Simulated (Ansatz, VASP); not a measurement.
**Ti: VASP beside Ansatz**

```
CELL_PARAMETERS angstrom
-1.77228 1.77228 1.57536
1.77228 -1.77228 1.57536
1.77228 1.77228 -1.57536
ATOMIC_POSITIONS crystal
Ti 0.00000 0.00000 0.00000
```

Change from the starting cell: strain +0.080 along x and y, -0.040 along z, atoms carried along.

Alike in both runs: task single point; functional r2SCAN; k mesh 20 × 20 × 20; occupations gaussian, width 0.15 eV; no spin polarisation.

|  | VASP | Ansatz |
| --- | --- | --- |
| version | VASP 6.6.1 | Ansatz 0.2.0 |
| potentials or method | VASP PAW PBE potentials, release 64 (Ti_sv), cutoff 520 eV | scalar-relativistic, plane waves, PAW |
| valence electrons in the cell | 12 | 12 |

|  | VASP | Ansatz | Ansatz less VASP |
| --- | --- | --- | --- |
| gap on the k mesh at the Fermi level (eV) | none | none | - |
| pressure (GPa) | -11.9 | -12.2 | -0.29 |
| traceless stress, the component that is largest in VASP (GPa) | -0.20 | -0.23 | -0.027 |

VASP's potentials were made for PBE, not for r2SCAN. A gap of «none» marks a metal or a gap that the smearing closes. The functional is the same, so the differences come from potentials, cutoffs and numerics.
